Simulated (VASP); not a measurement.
A run of VASP 6.6.1 is set up as follows.

File INCAR:

```
ALGO = Normal
EDIFF = 1E-6
ENCUT = 500
GGA = PS
GGA_COMPAT = F
ISIF = 2
ISMEAR = 0
LASPH = T
LCHARG = T
LELF = T
LREAL = F
LVHAR = T
LWAVE = F
NBANDS = 16
NELM = 120
PREC = Accurate
SIGMA = 0.01
```

Contents of KPOINTS:

```
k-points
0
Gamma
  4 4 4
```

POSCAR

```
CdSe
1.0
    0.0000000000      2.9498409619      3.1690167747
    2.9498409619      0.0000000000      3.1690167747
    2.9498409619      2.9498409619      0.0000000000
Cd Se
1 1
Direct
    0.0000000000      0.0000000000      0.0000000000
    0.2500000000      0.2500000000      0.2500000000
```

Potentials or basis: VASP PAW PBE potentials, release 64 (Cd, Se).

Run with:

```bash
$ cat potpaw_PBE.64/Cd/POTCAR potpaw_PBE.64/Se/POTCAR > POTCAR
$ mpirun -np 1 vasp_std > vasp.out
```

What does it give for the pressure?

1.5 GPa.

Predict the band gap on the k mesh.

0.40 eV, direct.

Stress tensor (GPa, compression positive):
```
2.00 0.00 0.00
0.00 2.00 0.00
0.00 0.00 0.59
```

Caveat: the k points lie up to 0.45 Å⁻¹ apart; the PAW data sets were made with another functional, which shifts forces and pressure a little.
